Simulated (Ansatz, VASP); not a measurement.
SrO in VASP and in Ansatz

```xyz
2
Lattice="0.0000 2.5613 2.5613 2.5613 0.0000 2.5613 2.5613 2.5613 0.0000" Properties=species:S:1:pos:R:3 pbc="T T T"
Sr    0.0000    0.0000    0.0000
O     2.5613    2.5613    2.5613
```

Alike in both runs: task single point; functional PBEsol; k mesh 10 × 10 × 10; no spin polarisation.

|  | VASP | Ansatz |
| --- | --- | --- |
| version | VASP 6.6.1 | Ansatz 0.2.0 |
| potentials or method | VASP PAW PBE potentials, release 64 (Sr_sv, O), cutoff 600 eV | scalar-relativistic, plane waves, PAW |
| occupations | gaussian, width 0.01 eV | fixed |
| valence electrons in the cell | 16 | 16 |

```tsv
	VASP	Ansatz	Ansatz less VASP
gap on the k mesh at the Fermi level (eV)	3.15	3.20	+0.049
least direct gap on the mesh (eV)	3.23	3.27	+0.039
pressure (GPa)	0.5	0.0	-0.55
```

VASP's potentials were made for PBE, not for PBEsol, and Ansatz warns of the same on its side.
